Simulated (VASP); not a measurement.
Runs of VASP 6.6.1 on InAs. The structure is that of space group F-43m (No. 216), or close to it. The cells are those of the table. 

```tsv
level	potentials or basis	cell	cutoff (eV)	share of exact exchange	gap on the mesh (eV)	pressure (GPa)
PBE0	VASP PAW PBE potentials, release 64 (In_d, As)	a = 4.352 Å, angles 60.0°, 2 atoms	520	0.25	(a)	-1.6
r2SCAN50	VASP PAW PBE potentials, release 64 (In_d, As_d)	a = 4.296 Å, angles 60.0°, 2 atoms	440	0.5	2.75	(c)
r2SCAN0	VASP PAW PBE potentials, release 64 (In_d, As_d)	a = 4.181 Å, angles 60.0°, 2 atoms	440	0.25	1.94	(b)
PBE0	VASP PAW PBE potentials, release 64 (In_d, As)	a = 4.239 Å, angles 60.0°, 2 atoms	520	0.25	1.43	3.4
r2SCAN50	VASP PAW PBE potentials, release 64 (In_d, As_d)	a = 4.239 Å, angles 60.0°, 2 atoms	440	0.5	3.03	1.4
```

Alike in all rows: task single point; no spin polarisation; k mesh 4 × 4 × 4; smearing fermi-dirac 0.05 eV.

Q: Estimate the missing entries.

A: (a) 0.94; (b) 6.1; (c) -1.4.

Caveats: all runs use coarse meshes; the PAW data sets were made with another functional, which shifts forces and pressure a little; spin-orbit coupling is left out, which moves the levels of the heavy elements.

A k mesh can miss the band edges, and the runs leave out spin-orbit coupling on As, In.

The runs don't all hold the same shells in valence.
